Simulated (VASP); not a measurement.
A run of VASP 6.6.1:

Contents of POSCAR:

```
GaN
1.0
    1.6146090000      2.7965840000      0.0000000000
   -1.6146090000      2.7965840000      0.0000000000
    0.0000000000      0.0000000000      5.2527950000
Ga N
2 2
Direct
    0.6666700000      0.6666600000      0.0000000000
    0.3333400000      0.3333300000      0.5000000000
    0.6666700000      0.6666600000      0.3750000000
    0.3333400000      0.3333300000      0.8750000000
```

The input INCAR.step1:

```
ALGO = Normal ; EDIFF = 1E-4
ENCUT = 520 ; GGA = PE
ISMEAR = -1 ; LASPH = T
LCHARG = F ; LREAL = F
LWAVE = T ; NBANDS = 26
NELM = 60 ; PREC = Accurate
SIGMA = 0.0122
```

File INCAR.step2:

```
ALGO = Normal ; EDIFF = 1E-6
ENCUT = 520 ; ISIF = 2
ISMEAR = -1 ; ISTART = 1
LASPH = T ; LCHARG = F
LMIXTAU = T ; LREAL = F
LWAVE = F ; METAGGA = R2SCAN
NBANDS = 26 ; NELM = 60
PREC = Accurate ; SIGMA = 0.0122
```

File KPOINTS:

```
k-points
0
Gamma
  6 6 4
```

Potentials or basis: VASP PAW PBE potentials, release 64 (Ga_d, N).

Command:

```console
$ cat potpaw_PBE.64/Ga_d/POTCAR potpaw_PBE.64/N/POTCAR > POTCAR
$ cp INCAR.step1 INCAR
$ mpirun -np 1 vasp_std > vasp.out
$ cp INCAR.step2 INCAR
$ mpirun -np 1 vasp_std > vasp.out
```

Hardware: 1 thread of AMD EPYC 9R45 96-Core Processor (Zen 5) (shared host).

Question: Estimate the wall time of this run.

Answer: It took 110 s on 1 thread of AMD EPYC 9R45 96-Core Processor (Zen 5) (shared host), peak memory 0.16 GiB. Counts: k points 39.
